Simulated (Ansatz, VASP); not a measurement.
InSe: VASP beside Ansatz

The input INCAR:

```
ALGO = Normal ; EDIFF = 1E-6
ENCUT = 520 ; GGA = PE
ISIF = 2 ; ISMEAR = 0
IVDW = 12 ; LASPH = True
LCHARG = False ; LREAL = False
LWAVE = False ; NBANDS = 48
NELM = 80 ; PREC = Accurate
SIGMA = 0.02
```

Contents of KPOINTS:

```
k-points
0
Gamma
  12 12 2
```

File POSCAR:

```
InSe
1.0
    4.0317714919      0.0000000000      0.0000000000
   -2.0158857459      3.4916165342      0.0000000000
    0.0000000000      0.0000000000     16.7623715586
In Se
4 4
Direct
    0.3333333333      0.6666666667      0.1666581951
    0.6666666667      0.3333333333      0.6666581951
    0.3333333333      0.6666666667      0.3333418049
    0.6666666667      0.3333333333      0.8333418049
    0.3333333333      0.6666666667      0.5898711339
    0.6666666667      0.3333333333      0.0898711339
    0.3333333333      0.6666666667      0.9101288661
    0.6666666667      0.3333333333      0.4101288661
```

Input for Ansatz:

```yaml
crystal:
  lattice:
    - [4.0317714919, 0.0, 0.0]
    - [-2.0158857459, 3.4916165342, 0.0]
    - [0.0, 0.0, 16.7623715586]
  atoms:
    - { symbol: In, position: [0.3333333333, 0.6666666667, 0.1666581951] }
    - { symbol: In, position: [0.6666666667, 0.3333333333, 0.6666581951] }
    - { symbol: In, position: [0.3333333333, 0.6666666667, 0.3333418049] }
    - { symbol: In, position: [0.6666666667, 0.3333333333, 0.8333418049] }
    - { symbol: Se, position: [0.3333333333, 0.6666666667, 0.5898711339] }
    - { symbol: Se, position: [0.6666666667, 0.3333333333, 0.0898711339] }
    - { symbol: Se, position: [0.3333333333, 0.6666666667, 0.9101288661] }
    - { symbol: Se, position: [0.6666666667, 0.3333333333, 0.4101288661] }
basis:
  ecutwfc: 420
kpoints:
  mp_grid: { grid: [12, 12, 2] }
hamiltonian:
  xc: pbe
  dispersion: d3bj
scf:
  occupations: { method: gaussian, width: 0.02 }
output:
  forces: false
  stress: false
  eigenvalues: true
  eigenstates:
    kpoints:
      - [0.0, 0.0, 0.0]
      - [0.012833527, -0.006416764, 0.0]
      - [-0.012833527, 0.006416764, 0.0]
      - [0.0, 0.011114161, 0.0]
      - [0.0, -0.011114161, 0.0]
      - [0.0, 0.0, 0.053356286]
      - [0.0, 0.0, -0.053356286]
      - [0.009074674, 0.003321561, 0.0]
      - [-0.009074674, -0.003321561, 0.0]
      - [0.009074674, -0.004537337, 0.037728592]
      - [-0.009074674, 0.004537337, -0.037728592]
      - [0.0, 0.007858898, 0.037728592]
      - [0.0, -0.007858898, -0.037728592]
      - [0.00740944, 0.002712043, 0.030805266]
      - [-0.00740944, -0.002712043, -0.030805266]
      - [0.0, 0.0, 0.0]
      - [0.012833527, -0.006416764, 0.0]
      - [-0.012833527, 0.006416764, 0.0]
      - [0.0, 0.011114161, 0.0]
      - [0.0, -0.011114161, 0.0]
      - [0.0, 0.0, 0.053356286]
      - [0.0, 0.0, -0.053356286]
      - [0.009074674, 0.003321561, 0.0]
      - [-0.009074674, -0.003321561, 0.0]
      - [0.009074674, -0.004537337, 0.037728592]
      - [-0.009074674, 0.004537337, -0.037728592]
      - [0.0, 0.007858898, 0.037728592]
      - [0.0, -0.007858898, -0.037728592]
      - [0.00740944, 0.002712043, 0.030805266]
      - [-0.00740944, -0.002712043, -0.030805266]
    e_range: [-1.868846, 1.868846]
checkpoint:
  read: start.run
  write: ck
  compress: false
  write_wavefunctions: false
  write_every: 100000
```

Alike in both runs: task single point; functional PBE; dispersion D3(BJ); k mesh 12 × 12 × 2; occupations gaussian, width 0.02 eV; no spin polarisation.

|  | VASP | Ansatz |
| --- | --- | --- |
| version | VASP 6.6.1 | Ansatz 0.2.0 |
| potentials or method | VASP PAW PBE potentials, release 64 (In_d, Se), cutoff 520 eV | scalar-relativistic, plane waves, PAW |
| valence electrons in the cell | 76 | 116 |

VASP gave:

| Property | Result |
| --- | --- |
| gap on the k mesh at the Fermi level (eV) | 0.36 |
| least direct gap on the mesh (eV) | 0.36 |

Task: Which values does Ansatz return?

Result: gap on the k mesh at the Fermi level (eV): 0.37; least direct gap on the mesh (eV): 0.37.

VASP's potentials hold 76 valence electrons a cell and Ansatz's 116, so a difference there can come from the potentials and not from the codes.
